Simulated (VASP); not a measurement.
**SnO2: single point with PBEsol**

SnO2:

```
Sn O
1.0
    -2.00007    2.00007    5.07244
     2.00007   -2.00007    5.07244
     2.00007    2.00007   -5.07244
Sn O
2 4
Direct
  0.75000 0.25000 0.50000
  0.00000 0.00000 0.00000
  0.79652 0.79652 0.00000
  0.95348 0.45348 0.50000
  0.20348 0.20348 0.00000
  0.54652 0.04652 0.50000
```

```
Program                : VASP 6.6.1
Task                   : single point
Functional             : PBEsol
Potentials or basis    : VASP PAW PBE potentials, release 64 (Sn_d, O)
Cutoff                 : 520 eV
k mesh                 : 8 × 8 × 8
Occupations            : fermi-dirac, width 0.02 eV
Spin                   : no spin polarisation
Dipole correction      : no
Further INCAR settings : ALGO = Normal; EDIFF = 1e-06; NBANDS = 35
```

* Pressure: 3.4 GPa
* Largest force: 0.132 eV/Å
* Band gap on the k mesh: 1.70 eV (least direct gap 2.10 eV)

Forces in eV/Å, atoms in the order of the input:
```
Sn   0.000  0.000  0.000
Sn   0.000  0.000  0.000
O    0.000  0.000 -0.132
O    0.000  0.000  0.132
O    0.000  0.000  0.132
O    0.000  0.000 -0.132
```

Stress tensor (GPa, compression positive):
```
2.79 0.00 0.00
0.00 2.79 0.00
0.00 0.00 4.50
```

Levels at points of the mesh, in eV from the valence-band top:
```csv
k point,band 22,band 23,band 24,band 25,band 26,band 27,band 28,band 29,band 30,band 31
"(0.00, 0.00, 0.00)",-1.09,-0.67,-0.67,-0.40,-0.40,1.70,5.65,9.31,9.89,9.94
"(0.50, 0.00, 0.00)",-1.09,-0.79,-0.77,-0.58,-0.38,5.02,6.29,7.92,8.59,10.01
"(0.50, 0.50, 0.00)",-0.92,-0.79,-0.79,-0.05,-0.05,7.39,7.39,7.63,7.63,8.66
"(0.50, 0.50, 0.50)",-2.75,-1.04,-1.04,-0.29,-0.29,4.35,4.35,7.63,7.63,11.96
```

Run time: 2.7 min on 1 thread of Intel(R) Xeon(R) 6975P-C (Granite Rapids), on a shared host, peak memory 0.38 GiB.

Caveat: the cell stands under pressure; the PAW data sets were made with another functional, which shifts forces and pressure a little; spin-orbit coupling is left out, which moves the levels of the heavy elements. A k mesh can miss the band edges.
